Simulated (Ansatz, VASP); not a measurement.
# Two plane-wave programs on RbSi2

Contents of INCAR:

```
SYSTEM = RbSi2
ALGO     = Normal         ! electronic algorithm
EDIFF    = 1E-6           ! SCF threshold, eV
ENCUT    = 520            ! plane-wave cutoff, eV
GGA      = PE             ! functional
ISIF     = 2              ! what is computed and relaxed
ISMEAR   = 0              ! smearing method
IVDW     = 12             ! dispersion correction
LASPH    = .True.         ! aspherical terms in the spheres
LCHARG   = .False.        ! write CHGCAR
LREAL    = .False.        ! projectors in reciprocal space
LWAVE    = .False.        ! write WAVECAR
NBANDS   = 16             ! bands
NELM     = 60             ! most SCF steps
PREC     = Accurate       ! precision mode
SIGMA    = 0.1            ! smearing width, eV
```

KPOINTS

```
k-points
0
Gamma
  4 4 4
  0 0 0
```

The input POSCAR:

```
RbSi2
1.0
    4.3119653100      0.0000000000      0.0000000000
    0.0000000000      4.3119653100      0.0000000000
    0.0000000000      0.0000000000      5.5751384900
Rb Si
1 2
Direct
    0.0000000000      0.0000000000      0.0000000000
    0.5000000000      0.5000000000      0.7905757400
    0.5000000000      0.5000000000      0.2094242600
```

Input for Ansatz:

```yaml
crystal:
  lattice:
    - [4.31196531, 0.0, 0.0]
    - [0.0, 4.31196531, 0.0]
    - [0.0, 0.0, 5.57513849]
  atoms:
    - { symbol: Rb, position: [0.0, 0.0, 0.0] }
    - { symbol: Si, position: [0.5, 0.5, 0.79057574] }
    - { symbol: Si, position: [0.5, 0.5, 0.20942426] }
basis:
  ecutwfc: 420
kpoints:
  mp_grid: { grid: [4, 4, 4] }
hamiltonian:
  xc: pbe
  dispersion: d3bj
scf:
  occupations: { method: gaussian, width: 0.1 }
  lower_state_search: "off"
output:
  forces: true
  stress: true
  eigenvalues: true
```

Alike in both runs: task single point; functional PBE; dispersion D3(BJ); k mesh 4 × 4 × 4; occupations gaussian, width 0.1 eV; no spin polarisation.

|  | VASP | Ansatz |
| --- | --- | --- |
| version | VASP 6.6.1 | Ansatz 0.2.0 |
| potentials or method | VASP PAW PBE potentials, release 64 (Rb_sv, Si), cutoff 520 eV | scalar-relativistic, plane waves, PAW |
| valence electrons in the cell | 17 | 17 |

Ansatz gave:

```
gap on the k mesh at the Fermi level (eV)                     : none
pressure (GPa)                                                : 2.3
traceless stress, the component that is largest in VASP (GPa) : -9.05
rms of the force components (eV/Å)                            : 0.047
```

Task: What did VASP give for the same quantities?

Result: gap on the k mesh at the Fermi level (eV): none; pressure (GPa): 2.4; traceless stress, the component that is largest in VASP (GPa): -9.05; rms of the force components (eV/Å): 0.042.

Atom by atom the forces differ by 0.005 eV/Å (rms over components). A gap of «none» marks a metal or a gap that the smearing closes.

The k mesh is coarse, so the values compare programs but aren't converged.
